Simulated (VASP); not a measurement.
A run of VASP 6.6.1:

File INCAR:

```
SYSTEM = InSb
ALGO = Normal ; EDIFF = 1E-6
ENCUT = 500 ; GGA = PE
GGA_COMPAT = .False. ; ISIF = 2
ISMEAR = -1 ; LASPH = .True.
LCHARG = .True. ; LELF = .True.
LREAL = .False. ; LVHAR = .True.
LWAVE = .False. ; NBANDS = 16
NELM = 120 ; PREC = Accurate
SIGMA = 0.05
```

The input KPOINTS:

```
k-points
0
Gamma
  12 12 12
  0 0 0
```

File POSCAR:

```
InSb
1.0
    0.0000000000      3.2391000000      3.3038820000
    3.2391000000      0.0000000000      3.3038820000
    3.2391000000      3.2391000000      0.0000000000
In Sb
1 1
Direct
    0.0000000000      0.0000000000      0.0000000000
    0.7500000000      0.7500000000      0.7500000000
```

Potentials or basis: VASP PAW PBE potentials, release 64 (In_d, Sb).

Run with:

```console
$ cat potpaw_PBE.64/In_d/POTCAR potpaw_PBE.64/Sb/POTCAR > POTCAR
$ mpirun -np 1 vasp_std > vasp.out
```

Hardware: 1 thread of Intel(R) Xeon(R) Platinum 8488C (Sapphire Rapids), on a shared host.

Q: How long does it take, and how much memory?

A: Run time: 110 s on 1 thread of Intel(R) Xeon(R) Platinum 8488C (Sapphire Rapids) (shared host), peak memory 0.33 GiB. Counts: scf iterations 13, k points 163.
